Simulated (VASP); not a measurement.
# Ge (P6/mmm) in VASP: a series of runs

Ge is run at these levels: PBEsol; tasks: single point.

Program: VASP 6.6.1. These are calculated values, not measurements. Logs are shortened: lines on timing, memory, paths and dates and some standing lists are left out, and cuts for length are marked.

## (1) The cell of the first run

Symmetry: P6/mmm, No. 191, hexagonal system. Conventional cell: a = 4.831 Å, b = 4.831 Å, c = 2.731 Å, α = 90.00°, β = 90.00°, γ = 120.00°. Ge (site symmetry 6/mmm) has 14 Ge at 2.73 to 3.11 Å within 3.6 Å. Within 3.6 Å of Ge (site symmetry -6m2) lie 11 Ge at 2.73 to 3.11 Å.

This isn't the form of Ge at room conditions, which is diamond.

## (2) Single point, PBEsol

INCAR

```
SYSTEM = Ge
PREC     = Accurate       ! precision mode
ENCUT    = 520            ! plane-wave cutoff, eV
EDIFF    = 1E-6           ! SCF threshold, eV
ISMEAR   = -1             ! smearing method
SIGMA    = 0.08           ! smearing width, eV
LREAL    = .False.        ! projectors in reciprocal space
LASPH    = .True.         ! aspherical terms in the spheres
NELM     = 100            ! most SCF steps
ALGO     = Normal         ! electronic algorithm
ISIF     = 2              ! what is computed and relaxed
LWAVE    = .False.        ! write WAVECAR
LCHARG   = .False.        ! write CHGCAR
GGA      = PS             ! functional
NBANDS   = 28             ! bands
```

KPOINTS

```
Automatic mesh
0
Gamma
  8 8 11
  0 0 0
```

POSCAR

```
Ge
1.0
    4.8307011326      0.0000000000      0.0000000000
   -2.4153505663      4.1835098990      0.0000000000
    0.0000000000      0.0000000000      2.7308873476
Ge
3
Direct
    0.0000000000      0.0000000000      0.0000000000
    0.3333333333      0.6666666667      0.5000000000
    0.6666666667      0.3333333333      0.5000000000
```

Potentials or basis: VASP PAW PBE potentials, release 64 (Ge_d).

Run with:

```bash
cat potpaw_PBE.64/Ge_d/POTCAR > POTCAR
mpirun -np 1 vasp_std > vasp.out
```

OUTCAR:

```text
SYSTEM = Ge
   PREC = Accurate
   ENCUT = 520
   EDIFF = 1E-6
   ISMEAR = -1
   LREAL = .False.
   LASPH = .True.
   NELM = 100
   ISIF = 2
   GGA = PS

 ion  position               nearest neighbor table
   1  0.000  0.000  0.000-
   2  0.333  0.667  0.500-   3 2.79   3 2.79   3 2.79
   3  0.667  0.333  0.500-   2 2.79   2 2.79   2 2.79

  LATTYP: Found a hexagonal cell.
 ALAT       =     4.8307011326
 C/A-ratio  =     0.5653190443

  Lattice vectors:

 A1 = (   4.8307011326,   0.0000000000,   0.0000000000)
 A2 = (  -2.4153505663,   4.1835098990,   0.0000000000)
 A3 = (   0.0000000000,   0.0000000000,   2.7308873476)

Analysis of symmetry for initial positions (statically):
=====================================================================
 Subroutine PRICEL returns:
 Original cell was already a primitive cell.

 Routine SETGRP: Setting up the symmetry group for a
 hexagonal supercell.

 Subroutine GETGRP returns: Found 24 space group operations
 (whereof 24 operations were pure point group operations)
 out of a pool of 24 trial point group operations.

The static configuration has the point symmetry D_6h.

Analysis of symmetry for dynamics (positions and initial velocities):
=====================================================================
 Subroutine PRICEL returns:
 Original cell was already a primitive cell.

 Routine SETGRP: Setting up the symmetry group for a
 hexagonal supercell.

 Subroutine GETGRP returns: Found 24 space group operations
 (whereof 24 operations were pure point group operations)
 out of a pool of 24 trial point group operations.

The dynamic configuration has the point symmetry D_6h.

 Subroutine INISYM returns: Found 24 space group operations
 (whereof 24 operations are pure point group operations),
 and found     1 'primitive' translations

----------------------------------------------------------------------------------------

                                     Primitive cell

  volume of cell :      55.1893

  direct lattice vectors                    reciprocal lattice vectors
     4.830701133  0.000000000  0.000000000     0.207009288  0.119516868  0.000000000
    -2.415350566  4.183509899  0.000000000     0.000000000  0.239033736  0.000000000
     0.000000000  0.000000000  2.730887348     0.000000000  0.000000000  0.366181344

  length of vectors
     4.830701133  4.830701133  2.730887348     0.239033736  0.239033736  0.366181344

  position of ions in fractional coordinates (direct lattice)
     0.000000000  0.000000000  0.000000000
     0.333333333  0.666666667  0.500000000
     0.666666667  0.333333333  0.500000000

  ion indices of the primitive-cell ions
   primitive index   ion index
                 1           1
                 2           2
                 3           3

----------------------------------------------------------------------------------------

 KPOINTS: Automatic mesh

Automatic generation of k-mesh.
 Grid dimensions read from file:
 generate k-points for:    8    8   11

 Generating k-lattice:

  Cartesian coordinates                     Fractional coordinates (reciprocal lattice)
     0.025876161  0.014939608  0.000000000     0.125000000  0.000000000  0.000000000
     0.000000000  0.029879217  0.000000000     0.000000000  0.125000000  0.000000000
     0.000000000  0.000000000  0.033289213     0.000000000  0.000000000  0.090909091

  Length of vectors
     0.029879217  0.029879217  0.033289213

  Shift w.r.t. Gamma in fractional coordinates (k-lattice)
     0.000000000  0.000000000  0.000000000

 Subroutine IBZKPT returns following result:
 ===========================================

 Found     60 irreducible k-points:

 Following reciprocal coordinates:
            Coordinates               Weight
  0.000000  0.000000  0.000000      1.000000
  0.125000  0.000000  0.000000      6.000000
  0.250000  0.000000  0.000000      6.000000
  0.375000  0.000000  0.000000      6.000000
  0.500000  0.000000  0.000000      3.000000
  0.125000  0.125000  0.000000      6.000000
[... 16 lines left out ...]
  0.250000  0.000000  0.181818     12.000000
  0.375000  0.000000  0.181818     12.000000
 [... further k-points ...]
   k-points           NKPTS =     60   k-points in BZ     NKDIM =     60   number of bands    NBANDS=     28
   number of dos      NEDOS =    301   number of ions     NIONS =      3
   total plane-waves  NPLWV =  25920
   dimension x,y,z NGX =    36 NGY =   36 NGZ =   20
   dimension x,y,z NGXF=    72 NGYF=   72 NGZF=   40
   ions per type =               3
   NGX,Y,Z   is equivalent  to a cutoff of  12.39, 12.39, 12.18 a.u.
   NGXF,Y,Z  is equivalent  to a cutoff of  24.78, 24.78, 24.35 a.u.
 SYSTEM =  Ge
   PREC   = accura    normal or accurate (medium, high low for compatibility)
   ISTART =      0    job   : 0-new  1-cont  2-samecut
   ICHARG =      2    charge: 1-file 2-atom 10-const
   ISPIN  =      1    spin polarized calculation?
   LNONCOLLINEAR =      F non collinear calculations
   LSORBIT =      F    spin-orbit coupling
   LASPH  =      T    aspherical Exc in radial PAW
   ENCUT  =  520.0 eV  38.22 Ry    6.18 a.u.   8.98  8.98  5.08*2*pi/ulx,y,z
   NELM   =    100;   NELMIN=  2; NELMDL= -5     # of ELM steps
   EDIFF  = 0.1E-05   stopping-criterion for ELM
   LREAL  =      F    real-space projection
   EDIFFG = 0.1E-04   stopping-criterion for IOM
   NSW    =      0    number of steps for IOM
   IBRION =     -1    ionic relax: 0-MD 1-quasi-New 2-CG
   NFREE  =      0    steps in history (QN), initial steepest desc. (CG)
   ISIF   =      2    stress and relaxation
   ISYM   =      2    0-nonsym 1-usesym 2-fastsym
   POTIM  = 0.5000    time-step for ionic-motion
   TEBEG  =    0.0;   TEEND  =   0.0 temperature during run
   PSTRESS=    0.0 pullay stress
   NELECT =      42.0000    total number of electrons
   NUPDOWN=      -1.0000    fix difference up-down
   EMIN   =  10.00;   EMAX   =-10.00  energy-range for DOS
   EFERMI =   0.00;   METHOD = LEGACY
   ISMEAR =    -1;   SIGMA  =   0.08  broadening in eV -4-tet -1-fermi 0-gaus
   EFERMI_NEDOS =   21; number of points for ismear=-14 and -15
   IALGO  =     38    algorithm
   IMIX   =      4    mixing-type and parameters
     AMIX     =   0.40;   BMIX     =  1.00
     AMIX_MAG =   1.60;   BMIX_MAG =  1.00
  volume/ion in A,a.u.               =      18.40       124.15
  Fermi-wavevector in a.u.,A,eV,Ry     =   1.494651  2.824480 30.395148  2.233980
  Thomas-Fermi vector in A             =   2.606896
   LORBIT       =      0    0 simple, 1 ext, 2 COOP (PROOUT), +10 PAW based schemes
   GGA     = PS    functional components
   LHFCALC =     F    Hartree Fock is set to
   AEXX    =    0.0000 exact exchange contribution
   IVDW    =     0    specifies the selected vdW correction
   LEPSILON=     F    determine dielectric tensor
   LRPA    =     F    only Hartree local field effects (RPA)
 non-spin polarized calculation
  energy-cutoff  :      520.00
  volume of cell :       55.19
 maximum number of plane-waves:      1500
 NGX is ok and might be reduce to    36
   NGX = 17   NGY = 17   NGZ = 11

 number of electron      42.0000023 magnetization

 Free energy of the ion-electron system (eV)
  ---------------------------------------------------
  ext. energy  EPLUGINS =         0.00000000
  ---------------------------------------------------
  free energy    TOTEN  =       -14.02025275 eV

  energy without entropy =      -13.99595777  energy(sigma->0) =      -14.00810526

 E-fermi :   6.8323     XC(G=0): -11.5562

 val. band max:        6.7798450180   @ k =   0.2500   0.0000   0.1818
 cond. band min:       6.8583833571   @ k =   0.1250   0.1250   0.1818
 fundamental gap:      0.0785383391
 Fermi energy:         6.8323266316

 k-point     1 :       0.0000    0.0000    0.0000
  band No.  band energies     occupation
      1     -17.9469      2.00000
      2     -17.8611      2.00000
      3     -17.8611      2.00000
      4     -17.8051      2.00000
      5     -17.8051      2.00000
      6     -17.7738      2.00000
[... 20 lines left out ...]
     27      17.5547      0.00000
     28      17.6848      0.00000

 k-point     2 :       0.1250    0.0000    0.0000
  band No.  band energies     occupation
      1     -17.9467      2.00000
      2     -17.8617      2.00000
      3     -17.8616      2.00000
      4     -17.8053      2.00000
      5     -17.8050      2.00000
      6     -17.7727      2.00000
[... 20 lines left out ...]
     27      17.3035      0.00000
     28      17.4638      0.00000

 k-point     3 :       0.2500    0.0000    0.0000
  band No.  band energies     occupation
      1     -17.9461      2.00000
      2     -17.8631      2.00000
      3     -17.8629      2.00000
      4     -17.8057      2.00000
      5     -17.8045      2.00000
      6     -17.7694      2.00000
[... 20 lines left out ...]
     27      16.7817      0.00000
     28      17.1018      0.00000

 k-point     4 :       0.3750    0.0000    0.0000
  band No.  band energies     occupation
      1     -17.9455      2.00000
      2     -17.8653      2.00000
      3     -17.8640      2.00000
      4     -17.8061      2.00000
      5     -17.8040      2.00000
      6     -17.7641      2.00000
[... 578 lines left out ...]
     27      14.6764      0.00000
     28      17.9801      0.00000

 k-point    23 :       0.2500    0.0000    0.1818
  band No.  band energies     occupation
      1     -17.8884      2.00000
      2     -17.8616      2.00000
      3     -17.8612      2.00000
      4     -17.8297      2.00000
      5     -17.8294      2.00000
      6     -17.7148      2.00000
[... 20 lines left out ...]
     27      13.6602      0.00000
     28      17.1523      0.00000

 k-point    24 :       0.3750    0.0000    0.1818
  band No.  band energies     occupation
      1     -17.8882      2.00000
      2     -17.8617      2.00000
      3     -17.8617      2.00000
      4     -17.8298      2.00000
      5     -17.8282      2.00000
      6     -17.7119      2.00000
[... 20 lines left out ...]
     27      12.4862      0.00000
     28      16.3242      0.00000

 [... further k-points ...]

------------------------ aborting loop because EDIFF is reached ----------------------------------------

  FORCE on cell =-STRESS in cart. coord.  units (eV):
  Direction    XX          YY          ZZ          XY          YZ          ZX
  --------------------------------------------------------------------------------------
  -------------------------------------------------------------------------------------
  Total       -0.0070827     -0.0070827     -0.0130698      0.0000000      0.0000000     -0.0000000
  in kB       -0.2056144     -0.2056144     -0.3794244      0.0000000      0.0000000     -0.0000000
  external PRESSURE =      -0.2635511 kB  Pullay stress =       0.0000000 kB

 VOLUME and BASIS-vectors are now :
 -----------------------------------------------------------------------------
  energy-cutoff  :      520.00
  volume of cell :       55.19
      direct lattice vectors                 reciprocal lattice vectors
     4.830701133  0.000000000  0.000000000     0.207009288  0.119516868  0.000000000
    -2.415350566  4.183509899  0.000000000     0.000000000  0.239033736  0.000000000
     0.000000000  0.000000000  2.730887348     0.000000000  0.000000000  0.366181344

 POSITION                                       TOTAL-FORCE (eV/Angst)
 -----------------------------------------------------------------------------------
      0.00000      0.00000      0.00000         0.000000      0.000000     -0.000000
     -0.00000      2.78901      1.36544         0.000000      0.000000      0.000000
      2.41535      1.39450      1.36544        -0.000000      0.000000     -0.000000
 -----------------------------------------------------------------------------------
    total drift:                                0.000000      0.000000     -0.000000

  FREE ENERGIE OF THE ION-ELECTRON SYSTEM (eV)
  ---------------------------------------------------
  free  energy   TOTEN  =       -14.0202527506 eV

  energy  without entropy=      -13.9959577656  energy(sigma->0) =      -14.00810526
```

Run time: 76 s. Hardware: 1 thread of Intel Xeon 8259CL, shared host; peak memory 0.21 GiB.

What came out:

| Property | Result |
| --- | --- |
| Free energy | -14.0203 eV |
| Pressure | 0.0 GPa |
| Band gap on the k mesh | zero (bands 21 and 22 overlap by 5.01 eV) |

Caveat: the PAW data sets were made with another functional, which shifts forces and pressure a little.

## (3) Single point, PBEsol

INCAR

```
PREC = Accurate
ENCUT = 520
EDIFF = 1E-6
ISMEAR = -1
SIGMA = 0.08
LREAL = False
LASPH = True
NELM = 80
ALGO = Normal
ISIF = 2
LWAVE = False
LCHARG = False
GGA = PS
NBANDS = 28
```

KPOINTS

```
Automatic mesh
0
Gamma
  8 8 11
```

POSCAR

```
Ge
1.0
    4.8321598561      0.0000000000      0.0000000000
   -2.4160799280      4.1847731905      0.0000000000
    0.0000000000      0.0000000000      2.7312040845
Ge
3
Direct
    0.0000000000      0.0000000000      0.0000000000
    0.3333333333      0.6666666667      0.5000000000
    0.6666666667      0.3333333333      0.5000000000
```

Potentials or basis: VASP PAW PBE potentials, release 64 (Ge_d).

Run with:

```bash
cat potpaw_PBE.64/Ge_d/POTCAR > POTCAR
mpirun -np 1 vasp_std > vasp.out
```

Wall time 77 s (1 thread of Intel Xeon 8259CL, shared host); peak memory 0.21 GiB.

It converged, with:

| Quantity | Value |
| --- | --- |
| Free energy | -14.0203 eV |
| Pressure | -0.1 GPa |
| Band gap on the k mesh | zero (bands 21 and 22 overlap by 5.00 eV) |

Levels at points of the mesh, in eV from the Fermi level:
| k point | band 19 | band 20 | band 21 | band 22 | band 23 | band 24 |
| --- | --- | --- | --- | --- | --- | --- |
| (0.00, 0.00, 0.00) | -3.38 | -3.38 | -3.30 | -3.30 | 5.64 | 8.76 |
| (0.50, 0.00, 0.00) | -5.56 | 0.90 | 1.00 | 2.77 | 3.05 | 4.56 |

Caveat: the PAW data sets were made with another functional, which shifts forces and pressure a little.

The gap in the log of VASP goes by the Fermi energy; the results here count the filled bands.